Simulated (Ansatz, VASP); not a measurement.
One calculation of SiGe4W, two programs

```
Si Ge W
1.0
     3.38047    0.00000    0.00000
    -1.69023    2.92757    0.00000
     0.00000    0.00000   10.81190
Si Ge W
1 4 1
Direct
  0.00000 0.00000 0.50000
  0.66667 0.33333 0.83696
  0.66667 0.33333 0.34849
  0.33333 0.66667 0.65151
  0.33333 0.66667 0.16304
  0.00000 0.00000 0.00000
```

Change from the starting cell: species swapped into the ZrTiS4 type (P-3m1, No. 164).

Alike in both runs: functional PBE; k mesh 12 × 12 × 4; occupations gaussian, width 0.1 eV; no spin polarisation.

Ansatz relaxed the structure, and its values are those at the end. VASP's run is a single point on that final structure, the one shown.

|  | VASP | Ansatz |
| --- | --- | --- |
| version | VASP 6.6.1 | Ansatz 0.2.0 |
| potentials or method | VASP PAW PBE potentials, release 64 (Si, Ge_d, W_sv), cutoff 520 eV | scalar-relativistic, plane waves, PAW |
| valence electrons in the cell | 74 | 74 |

|  | VASP | Ansatz | Ansatz less VASP |
| --- | --- | --- | --- |
| gap on the k mesh at the Fermi level (eV) | none | none | - |
| pressure (GPa) | 0.1 | 0.0 | -0.08 |

A gap of «none» marks a metal or a gap that the smearing closes.

Spin-orbit coupling is off throughout.
